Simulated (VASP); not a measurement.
# KF (rocksalt type) in VASP: notebook, part 2 of 2

VASP 6.6.1. Earlier steps stand in the parts before.

### 4 Single point, PBE (atom 1 (K) moved by [0.0, 0.0, 0.12] A)

The input, INCAR:

```
PREC = Accurate
ENCUT = 520
EDIFF = 1E-6
ISMEAR = -1
SIGMA = 0.08
LREAL = F
LASPH = T
NELM = 80
ALGO = Normal
ISIF = 2
LWAVE = F
LCHARG = F
GGA = PE
NBANDS = 15
```

The input, KPOINTS:

```
regular mesh
0
Gamma
  16 16 16
```

The input, POSCAR:

```
KF
1.0
    0.0000000000      2.7098876288      2.7098876288
    2.7098876288      0.0000000000      2.7098876288
    2.7098876288      2.7098876288      0.0000000000
K F
1 1
Direct
    0.0221411395      0.0221411395     -0.0221411395
    0.5000000000      0.5000000000      0.5000000000
```

Potentials or basis: VASP PAW PBE potentials, release 64 (K_sv, F).

Started as:

```sh
> cat potpaw_PBE.64/K_sv/POTCAR potpaw_PBE.64/F/POTCAR > POTCAR
> mpirun -np 1 vasp_std > vasp.out
```

OUTCAR:

```text
PREC = Accurate
   ENCUT = 520
   EDIFF = 1E-6
   ISMEAR = -1
   LREAL = F
   LASPH = T
   NELM = 80
   ISIF = 2
   GGA = PE

 ion  position               nearest neighbor table
   1  0.022  0.022  0.978-   2 2.59   2 2.71   2 2.71   2 2.71   2 2.71   2 2.83
   2  0.500  0.500  0.500-   1 2.59   1 2.71   1 2.71   1 2.71   1 2.71   1 2.83

  LATTYP: Found a face centered cubic cell.
 ALAT       =     5.4197752576

  Lattice vectors:

 A1 = (   0.0000000000,   2.7098876288,   2.7098876288)
[... 617 lines left out ...]

------------------------ aborting loop because EDIFF is reached ----------------------------------------

  FORCE on cell =-STRESS in cart. coord.  units (eV):
  Direction    XX          YY          ZZ          XY          YZ          ZX
  --------------------------------------------------------------------------------------
  -------------------------------------------------------------------------------------
  Total       -0.0007844     -0.0007844      0.1576644      0.0000000      0.0000000      0.0000000
  in kB       -0.0315783     -0.0315783      6.3468812      0.0000000      0.0000000      0.0000000
  external PRESSURE =       2.0945748 kB  Pullay stress =       0.0000000 kB

 VOLUME and BASIS-vectors are now :
 -----------------------------------------------------------------------------
  energy-cutoff  :      520.00
  volume of cell :       39.80
      direct lattice vectors                 reciprocal lattice vectors
     0.000000000  2.709887629  2.709887629    -0.184509496  0.184509496  0.184509496
     2.709887629  0.000000000  2.709887629     0.184509496 -0.184509496  0.184509496
     2.709887629  2.709887629  0.000000000     0.184509496  0.184509496 -0.184509496

 POSITION                                       TOTAL-FORCE (eV/Angst)
 -----------------------------------------------------------------------------------
      2.70989      2.70989      0.12000         0.000000      0.000000     -0.171217
      2.70989      2.70989      2.70989         0.000000      0.000000      0.171217
 -----------------------------------------------------------------------------------
    total drift:                                0.000000      0.000000     -0.000053

  FREE ENERGIE OF THE ION-ELECTRON SYSTEM (eV)
  ---------------------------------------------------
  free  energy   TOTEN  =        -8.2893303050 eV

  energy  without entropy=       -8.2893303049  energy(sigma->0) =       -8.28933030
```

stdout:

```text
POSCAR found type information on POSCAR K F
 POSCAR found :  2 types and       2 ions
 scaLAPACK will be used
 LDA part: xc-table for (Slater+PW92), standard interpolation
 POSCAR, INCAR and KPOINTS ok, starting setup
 FFT: planning ... GRIDC
 FFT: planning ... GRID_SOFT
 FFT: planning ... GRID
 WAVECAR not read
 entering main loop
```

Wall time 99 s (1 thread of Intel Xeon 6975P-C (Granite Rapids), shared host); peak memory 0.32 GiB.

What came out:

| Property | Result |
| --- | --- |
| Free energy | -8.2893 eV |
| Pressure | 0.2 GPa |
| Largest force | 0.171 eV/Å |
| Band gap on the k mesh | 5.95 eV |

Forces in eV/Å, atoms in the order of the input:
```
K    0.000  0.000 -0.171
F    0.000  0.000  0.171
```

Caveat: the cell differs from its parent crystal (atom 1 (K) moved by [0.0, 0.0, 0.12] A). A k mesh can miss the band edges.

### 5 Single point, PBE (equal xy, yz and zx shear strains of -3 %)

The input, INCAR:

```
  PREC = Accurate
  ENCUT = 520
  EDIFF = 1E-7
  ISMEAR = -1
  SIGMA = 0.08
  LREAL = F
  LASPH = T
  NELM = 60
  ALGO = Normal
  ISIF = 2
  LWAVE = F
  LCHARG = F
  GGA = PE
  NBANDS = 15
```

KPOINTS is that of step 4.

The input, POSCAR:

```
KF
1.0
   -0.0812966289      2.6692393144      2.6692393144
    2.6692393144     -0.0812966289      2.6692393144
    2.6692393144      2.6692393144     -0.0812966289
K F
1 1
Direct
    0.0000000000      0.0000000000      0.0000000000
    0.5000000000      0.5000000000      0.5000000000
```

Potentials or basis: VASP PAW PBE potentials, release 64 (K_sv, F).

Started as:

```sh
> cat potpaw_PBE.64/K_sv/POTCAR potpaw_PBE.64/F/POTCAR > POTCAR
> mpirun -np 1 vasp_std > vasp.out
```

OUTCAR:

```text
PREC = Accurate
   ENCUT = 520
   EDIFF = 1E-7
   ISMEAR = -1
   LREAL = F
   LASPH = T
   NELM = 60
   ISIF = 2
   GGA = PE

 ion  position               nearest neighbor table
   1  0.000  0.000  0.000-   2 2.71   2 2.71   2 2.71   2 2.71   2 2.71   2 2.71
   2  0.500  0.500  0.500-   1 2.71   1 2.71   1 2.71   1 2.71   1 2.71   1 2.71

  LATTYP: Found a trigonal (rhomboedric) cell.
 ALAT       =     3.7757497503
 COS(alpha) =     0.4693254694

  Lattice vectors:

[... 617 lines left out ...]

------------------------ aborting loop because EDIFF is reached ----------------------------------------

  FORCE on cell =-STRESS in cart. coord.  units (eV):
  Direction    XX          YY          ZZ          XY          YZ          ZX
  --------------------------------------------------------------------------------------
  -------------------------------------------------------------------------------------
  Total        0.0048251      0.0048251      0.0048251      0.0919338      0.0919338      0.0919338
  in kB        0.1943691      0.1943691      0.1943691      3.7033788      3.7033788      3.7033788
  external PRESSURE =       0.1943691 kB  Pullay stress =       0.0000000 kB

 VOLUME and BASIS-vectors are now :
 -----------------------------------------------------------------------------
  energy-cutoff  :      520.00
  volume of cell :       39.77
      direct lattice vectors                 reciprocal lattice vectors
    -0.081296629  2.669239314  2.669239314    -0.178971681  0.184593828  0.184593828
     2.669239314 -0.081296629  2.669239314     0.184593828 -0.178971681  0.184593828
     2.669239314  2.669239314 -0.081296629     0.184593828  0.184593828 -0.178971681

 POSITION                                       TOTAL-FORCE (eV/Angst)
 -----------------------------------------------------------------------------------
      0.00000      0.00000      0.00000         0.000000     -0.000000      0.000000
      2.62859      2.62859      2.62859        -0.000000      0.000000     -0.000000
 -----------------------------------------------------------------------------------
    total drift:                                0.000000      0.000000      0.000000

  FREE ENERGIE OF THE ION-ELECTRON SYSTEM (eV)
  ---------------------------------------------------
  free  energy   TOTEN  =        -8.2949241895 eV

  energy  without entropy=       -8.2949241895  energy(sigma->0) =       -8.29492419
```

stdout:

```text
POSCAR found type information on POSCAR K F
 POSCAR found :  2 types and       2 ions
 scaLAPACK will be used
 LDA part: xc-table for (Slater+PW92), standard interpolation
 POSCAR, INCAR and KPOINTS ok, starting setup
 FFT: planning ... GRIDC
 FFT: planning ... GRID_SOFT
 FFT: planning ... GRID
 WAVECAR not read
 entering main loop
```

It took 84 s on 1 thread of Intel Xeon 6975P-C (Granite Rapids), shared host; peak memory 0.34 GiB.

Results:

```
Free energy            : -8.2949 eV
Pressure               : 0.0 GPa
Band gap on the k mesh : 5.91 eV
```

Levels at points of the mesh, in eV from the valence-band top:
| k point | band 5 | band 6 | band 7 | band 8 | band 9 | band 10 | band 11 | band 12 |
| --- | --- | --- | --- | --- | --- | --- | --- | --- |
| (0.00, 0.00, 0.00) | -9.57 | -0.04 | -0.04 | 0.00 | 5.91 | 10.37 | 10.37 | 10.83 |
| (0.50, 0.00, 0.00) | -9.60 | -0.78 | -0.36 | -0.29 | 8.81 | 10.22 | 11.61 | 12.03 |
| (0.50, 0.50, 0.00) | -9.74 | -0.26 | -0.11 | -0.08 | 8.13 | 10.03 | 11.45 | 13.32 |
| (0.50, 0.50, 0.50) | -9.63 | -0.77 | -0.39 | -0.39 | 8.96 | 10.40 | 11.88 | 11.88 |

Caveat: the cell differs from its parent crystal (equal xy, yz and zx shear strains of -3 %).

### 6 Relaxation of cell and atoms, PBE

This run uses another cell than the first one, of 11.26 Å³/atom.

The input, INCAR:

```
PREC = Accurate ; ENCUT = 600
EDIFF = 1E-7 ; ISMEAR = -1
SIGMA = 0.08 ; LREAL = F
LASPH = T ; NELM = 100
ALGO = Normal ; ISIF = 3
LWAVE = F ; LCHARG = F
GGA = PE ; IBRION = 2
NSW = 100 ; EDIFFG = -0.005
```

The input, KPOINTS:

```
Automatic mesh
0
Gamma
  16 16 16
```

The input, POSCAR:

```
KF
1.0
    0.0000000000      2.2416464728      2.2416464728
    2.2416464728      0.0000000000      2.2416464728
    2.2416464728      2.2416464728      0.0000000000
K F
1 1
Direct
    0.0000000000      0.0000000000      0.0000000000
    0.5000000000      0.5000000000      0.5000000000
```

Potentials or basis: VASP PAW PBE potentials, release 64 (K_sv, F).

Started as:

```sh
> cat potpaw_PBE.64/K_sv/POTCAR potpaw_PBE.64/F/POTCAR > POTCAR
> mpirun -np 1 vasp_std > vasp.out
```

OUTCAR:

```text
PREC = Accurate
   ENCUT = 600
   EDIFF = 1E-7
   ISMEAR = -1
   LREAL = F
   LASPH = T
   NELM = 100
   ISIF = 3
   GGA = PE
   IBRION = 2
   NSW = 100
   EDIFFG = -0.005

 ion  position               nearest neighbor table
   1  0.000  0.000  0.000-   2 2.24   2 2.24   2 2.24   2 2.24   2 2.24   2 2.24
   2  0.500  0.500  0.500-   1 2.24   1 2.24   1 2.24   1 2.24   1 2.24   1 2.24

  LATTYP: Found a face centered cubic cell.
 ALAT       =     4.4832929456

  Lattice vectors:

 A1 = (   0.0000000000,   2.2416464728,   2.2416464728)
 A2 = (   2.2416464728,   0.0000000000,   2.2416464728)
 A3 = (   2.2416464728,   2.2416464728,   0.0000000000)

Analysis of symmetry for initial positions (statically):
=====================================================================
 Subroutine PRICEL returns:
 Original cell was already a primitive cell.

 Routine SETGRP: Setting up the symmetry group for a
 face centered cubic supercell.

 Subroutine GETGRP returns: Found 48 space group operations
 (whereof 48 operations were pure point group operations)
 out of a pool of 48 trial point group operations.

The static configuration has the point symmetry O_h .

Analysis of symmetry for dynamics (positions and initial velocities):
=====================================================================
 Subroutine PRICEL returns:
 Original cell was already a primitive cell.

 Routine SETGRP: Setting up the symmetry group for a
 face centered cubic supercell.

 Subroutine GETGRP returns: Found 48 space group operations
 (whereof 48 operations were pure point group operations)
 out of a pool of 48 trial point group operations.

The dynamic configuration has the point symmetry O_h .

 Subroutine INISYM returns: Found 48 space group operations
 (whereof 48 operations are pure point group operations),
 and found     1 'primitive' translations

----------------------------------------------------------------------------------------

                                     Primitive cell

  volume of cell :      22.5285

  direct lattice vectors                    reciprocal lattice vectors
     0.000000000  2.241646473  2.241646473    -0.223050336  0.223050336  0.223050336
     2.241646473  0.000000000  2.241646473     0.223050336 -0.223050336  0.223050336
     2.241646473  2.241646473  0.000000000     0.223050336  0.223050336 -0.223050336

  length of vectors
     3.170166844  3.170166844  3.170166844     0.386334515  0.386334515  0.386334515

  position of ions in fractional coordinates (direct lattice)
     0.000000000  0.000000000  0.000000000
     0.500000000  0.500000000  0.500000000

  ion indices of the primitive-cell ions
   primitive index   ion index
                 1           1
                 2           2

----------------------------------------------------------------------------------------

 KPOINTS: Automatic mesh

Automatic generation of k-mesh.
 Grid dimensions read from file:
 generate k-points for:   16   16   16

 Generating k-lattice:

  Cartesian coordinates                     Fractional coordinates (reciprocal lattice)
    -0.013940646  0.013940646  0.013940646     0.062500000  0.000000000  0.000000000
     0.013940646 -0.013940646  0.013940646     0.000000000  0.062500000  0.000000000
     0.013940646  0.013940646 -0.013940646     0.000000000  0.000000000  0.062500000

  Length of vectors
     0.024145907  0.024145907  0.024145907

  Shift w.r.t. Gamma in fractional coordinates (k-lattice)
     0.000000000  0.000000000  0.000000000

 Subroutine IBZKPT returns following result:
 ===========================================

 Found    145 irreducible k-points:

 Following reciprocal coordinates:
            Coordinates               Weight
  0.000000  0.000000  0.000000      1.000000
  0.062500  0.000000  0.000000      8.000000
  0.125000  0.000000  0.000000      8.000000
  0.187500  0.000000  0.000000      8.000000
  0.250000  0.000000  0.000000      8.000000
  0.312500  0.000000  0.000000      8.000000
[... 16 lines left out ...]
 -0.125000  0.062500  0.000000     24.000000
 -0.062500  0.062500  0.000000     12.000000
 [... further k-points ...]
   k-points           NKPTS =    145   k-points in BZ     NKDIM =    145   number of bands    NBANDS=     12
   number of dos      NEDOS =    301   number of ions     NIONS =      2
   total plane-waves  NPLWV =  21952
   dimension x,y,z NGX =    28 NGY =   28 NGZ =   28
   dimension x,y,z NGXF=    56 NGYF=   56 NGZF=   56
   ions per type =               1   1
   NGX,Y,Z   is equivalent  to a cutoff of  14.68, 14.68, 14.68 a.u.
   NGXF,Y,Z  is equivalent  to a cutoff of  29.37, 29.37, 29.37 a.u.
 SYSTEM =  unknown system
   PREC   = accura    normal or accurate (medium, high low for compatibility)
   ISTART =      0    job   : 0-new  1-cont  2-samecut
   ICHARG =      2    charge: 1-file 2-atom 10-const
   ISPIN  =      1    spin polarized calculation?
   LNONCOLLINEAR =      F non collinear calculations
   LSORBIT =      F    spin-orbit coupling
   LASPH  =      T    aspherical Exc in radial PAW
   ENCUT  =  600.0 eV  44.10 Ry    6.64 a.u.   6.33  6.33  6.33*2*pi/ulx,y,z
   NELM   =    100;   NELMIN=  2; NELMDL= -5     # of ELM steps
   EDIFF  = 0.1E-06   stopping-criterion for ELM
   LREAL  =      F    real-space projection
   EDIFFG = -.5E-02   stopping-criterion for IOM
   NSW    =    100    number of steps for IOM
   IBRION =      2    ionic relax: 0-MD 1-quasi-New 2-CG
   NFREE  =      1    steps in history (QN), initial steepest desc. (CG)
   ISIF   =      3    stress and relaxation
   ISYM   =      2    0-nonsym 1-usesym 2-fastsym
   POTIM  = 0.5000    time-step for ionic-motion
   TEBEG  =    0.0;   TEEND  =   0.0 temperature during run
   PSTRESS=    0.0 pullay stress
   NELECT =      16.0000    total number of electrons
   NUPDOWN=      -1.0000    fix difference up-down
   EMIN   =  10.00;   EMAX   =-10.00  energy-range for DOS
   EFERMI =   0.00;   METHOD = LEGACY
   ISMEAR =    -1;   SIGMA  =   0.08  broadening in eV -4-tet -1-fermi 0-gaus
   EFERMI_NEDOS =   21; number of points for ismear=-14 and -15
   IALGO  =     38    algorithm
   IMIX   =      4    mixing-type and parameters
     AMIX     =   0.40;   BMIX     =  1.00
     AMIX_MAG =   1.60;   BMIX_MAG =  1.00
  volume/ion in A,a.u.               =      11.26        76.01
  Fermi-wavevector in a.u.,A,eV,Ry     =   1.460622  2.760175 29.026878  2.133415
  Thomas-Fermi vector in A             =   2.577049
   LORBIT       =      0    0 simple, 1 ext, 2 COOP (PROOUT), +10 PAW based schemes
   GGA     = PE    functional components
   LHFCALC =     F    Hartree Fock is set to
   AEXX    =    0.0000 exact exchange contribution
   IVDW    =     0    specifies the selected vdW correction
   LEPSILON=     F    determine dielectric tensor
   LRPA    =     F    only Hartree local field effects (RPA)
 conjugate gradient relaxation of ions
 non-spin polarized calculation
  energy-cutoff  :      600.00
  volume of cell :       22.53
 maximum number of plane-waves:       763
 NGX is ok and might be reduce to    28
   NGX = 13   NGY = 13   NGZ = 13

--------------------------------------- Ionic step        1  -------------------------------------------

 number of electron      15.9999998 magnetization

 Free energy of the ion-electron system (eV)
  ---------------------------------------------------
  ext. energy  EPLUGINS =         0.00000000
  ---------------------------------------------------
  free energy    TOTEN  =        -6.16255600 eV

  energy without entropy =       -6.16255600  energy(sigma->0) =       -6.16255600

 E-fermi :   1.9299     XC(G=0): -11.0979

 val. band max:        0.2150263550   @ k =   0.5000   0.5000   0.0000
 cond. band min:       7.4447534900   @ k =   0.5000   0.5000   0.0000
 fundamental gap:      7.2297271350
 Fermi energy:         1.9299017101

 k-point     1 :       0.0000    0.0000    0.0000
  band No.  band energies     occupation
      1     -26.2430      2.00000
      2     -19.1651      2.00000
      3      -8.3153      2.00000
      4      -8.3153      2.00000
      5      -8.3153      2.00000
      6      -0.4834      2.00000
      7      -0.4834      2.00000
      8      -0.4834      2.00000
      9       9.4887      0.00000
     10      11.2069      0.00000
     11      11.2069      0.00000
     12      11.2069      0.00000
[... 450 lines left out ...]
  energy  without entropy=       -8.2019805601  energy(sigma->0) =       -8.20198056

--------------------------------------- Ionic step        4  -------------------------------------------

 number of electron      16.0000013 magnetization

 Free energy of the ion-electron system (eV)
  ---------------------------------------------------
  ext. energy  EPLUGINS =         0.00000000
  ---------------------------------------------------
  free energy    TOTEN  =        -8.20999352 eV

  energy without entropy =       -8.20999352  energy(sigma->0) =       -8.20999352

 E-fermi :  -0.8687     XC(G=0):  -8.5031

 val. band max:       -2.7552045479   @ k =   0.0000   0.0000   0.0000
 cond. band min:       3.5392983615   @ k =   0.0000   0.0000   0.0000
 fundamental gap:      6.2945029093
 Fermi energy:        -0.8687348309

 k-point     1 :       0.0000    0.0000    0.0000
  band No.  band energies     occupation
      1     -28.8230      2.00000
      2     -21.4142      2.00000
      3     -12.0560      2.00000
      4     -12.0560      2.00000
      5     -12.0560      2.00000
      6      -2.7552      2.00000
      7      -2.7552      2.00000
      8      -2.7552      2.00000
      9       3.5393      0.00000
     10       7.9957      0.00000
     11       7.9957      0.00000
     12       7.9957      0.00000
[... 374 lines left out ...]
  FREE ENERGIE OF THE ION-ELECTRON SYSTEM (eV)
  ---------------------------------------------------
  free  energy   TOTEN  =        -8.2099935189 eV

  energy  without entropy=       -8.2099935188  energy(sigma->0) =       -8.20999352

 reached required accuracy - stopping structural energy minimisation
```

It took 3.8 min on 1 thread of Oxide Virtual Turin-like, shared host; peak memory 0.17 GiB.

Results:

```
Free energy                           : -8.2100 eV
Relaxed volume                        : 18.66 Å³/atom
Relaxed cell                          : a = 3.751 Å, b = 3.751 Å, c = 3.751 Å, α = 60.00°, β = 60.00°, γ = 60.00°
Space group after relaxing (to 0.1 Å) : Fm-3m (No. 225)
Energy gained by relaxing             : 1023.7 meV/atom
Ionic steps                           : 4
Pressure after relaxing               : 0.0 GPa
Band gap on the k mesh                : 6.29 eV
```

The path:
```csv
step,energy change (eV),largest force (eV/Å),pressure (GPa),volume (Å³)
1,0.0000,0.0000,68.28,22.53
2,-1.9509,0.0000,-6.16,42.08
3,-2.0394,0.0000,2.05,36.03
4,-2.0474,0.0000,-0.01,37.31
```

Final structure:
```yaml
crystal:
  lattice:
    - [0.00000, 2.65224, 2.65224]
    - [2.65224, 0.00000, 2.65224]
    - [2.65224, 2.65224, 0.00000]
  atoms:
    - { symbol: K, position: [0.00000, 0.00000, 0.00000] }
    - { symbol: F, position: [0.50000, 0.50000, 0.50000] }
```

Caveat: the volume moved by over 15 % at a fixed basis, so the end points are rough. A k mesh can miss the band edges.

### 7 Overview

| task | cell | cutoff (eV) | gap on the mesh (eV) | pressure (GPa) |
| --- | --- | --- | --- | --- |
| single point | a = 3.832 Å, angles 60.0°, 2 atoms, atomic positions A | 520 | 5.95 | 0.0 |
| relaxation of cell and atoms | relaxed from a = 3.170 Å, angles 60.0°, 2 atoms, atomic positions A | 600 | 6.29 | 0.0 |
| single point | a = 3.832 Å, angles 60.0°, 2 atoms, atomic positions B | 520 | 5.95 | 0.2 |
| single point | a = 3.776 Å, angles 62.0°, 2 atoms, atomic positions A | 520 | 5.91 | 0.0 |

Alike in all rows: level PBE; potentials or basis VASP PAW PBE potentials, release 64 (K_sv, F); no spin polarisation; k mesh 16 × 16 × 16; smearing fermi-dirac 0.08 eV.

Caveats: the volume moved by over 15 % at a fixed basis, so the end points are rough (at least some runs).

Total energies depend on the potentials used, so only differences within one code and one set of settings carry meaning.
